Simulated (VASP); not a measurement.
Set up this calculation in VASP 6.6.1, as the native input.

```yaml
Task: single point
Functional: PBE
Potentials_or_basis: VASP PAW PBE potentials, release 64 (Si, C)
Cutoff: 520 eV
k_mesh: 9 × 5 × 1
Occupations: gaussian, width 0.05 eV
Spin: collinear spin
Starting_moments: "[0.0, 0.0, 0.0, 0.0, 0.0, 0.0, 0.0, 0.0, 2.0] μB"
Dipole_correction: yes
Further_INCAR_settings: ALGO = Normal; EDIFF = 1e-06; NBANDS = 32
```

The structure of Si4C5 lies in POSCAR:

```
Si4C5
1.0
    3.0920147294      0.0000000000      0.0000000000
    0.0000000000      5.0738209150      0.0000000000
    0.0000000000      0.0000000000     18.9686857271
Si C
4 5
Direct
    0.0000000000      0.9954360478      0.2108738611
    0.5000000000      0.4954360478      0.2579297184
    0.5000000000      0.9936728437      0.3565277199
    0.0000000000      0.4650509218      0.3853429993
    0.0000000000      0.6195639522      0.2108738611
    0.5000000000      0.1195639522      0.2579297184
    0.5000000000      0.6250367736      0.3569005385
    0.0000000000      0.1238202484      0.3937376492
    0.3333333333      0.4571535817      0.4655352600
```

One way to write it, as run:

INCAR

```
PREC = Accurate
ENCUT = 520
EDIFF = 1E-6
ISMEAR = 0
SIGMA = 0.05
LREAL = F
LASPH = T
NELM = 150
ALGO = Normal
ISIF = 2
LWAVE = F
LCHARG = F
ISPIN = 2
MAGMOM = 0 0 0 0 0 0 0 0 2
LORBIT = 11
LDIPOL = T
IDIPOL = 3
DIPOL = 0.5 0.5 0.322
GGA = PE
NBANDS = 32
```

KPOINTS

```
Automatic mesh
0
Gamma
  9 5 1
```

Potentials or basis: VASP PAW PBE potentials, release 64 (Si, C).

The run is started by

```console
$ cat potpaw_PBE.64/Si/POTCAR potpaw_PBE.64/C/POTCAR > POTCAR
$ mpirun -np 1 vasp_std > vasp.out
```

Results of the run:

* Largest force: 2.711 eV/Å
* Band gap on the k mesh: 0.14 eV (least direct gap 0.42 eV)
* Net moment: 0.00 μB per cell
* Valence electrons inside the program's atomic spheres: Si 1.61, 1.63, 1.67, 1.78; C 2.39, 2.48, 2.54, 2.52, 2.12

It took 8.3 min on 1 thread of Intel(R) Xeon(R) Platinum 8488C (Sapphire Rapids), with other jobs on the host, peak memory 0.63 GiB.
